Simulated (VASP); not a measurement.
A run of VASP 6.6.1 is set up as follows.

INCAR

```
SYSTEM = MgS
ALGO = Normal
EDIFF = 1E-6
ENCUT = 600
GGA = PE
GGA_COMPAT = .FALSE.
ISIF = 2
ISMEAR = -5
LASPH = .TRUE.
LCHARG = .TRUE.
LELF = .TRUE.
LREAL = .FALSE.
LVHAR = .TRUE.
LWAVE = .FALSE.
NBANDS = 11
NELM = 120
PREC = Accurate
SIGMA = 0.02
```

File KPOINTS:

```
k-points
0
G
  8 8 8
  0 0 0
```

Contents of POSCAR:

```
MgS
1.0
    0.0000000000      2.6147247329      2.6147247329
    2.6147247329      0.0000000000      2.6147247329
    2.6147247329      2.6147247329      0.0000000000
Mg S
1 1
Direct
    0.5000000000      0.5000000000      0.5000000000
    0.0000000000      0.0000000000      0.0000000000
```

Potentials or basis: VASP PAW PBE potentials, release 64 (Mg, S).

Run with:

```console
$ cat potpaw_PBE.64/Mg/POTCAR potpaw_PBE.64/S/POTCAR > POTCAR
$ mpirun -np 1 vasp_std > vasp.out
```

Estimate the pressure.

-0.3 GPa.

Estimate the band gap on the k mesh.

2.74 eV (least direct gap 3.59 eV).

A k mesh can miss the band edges.
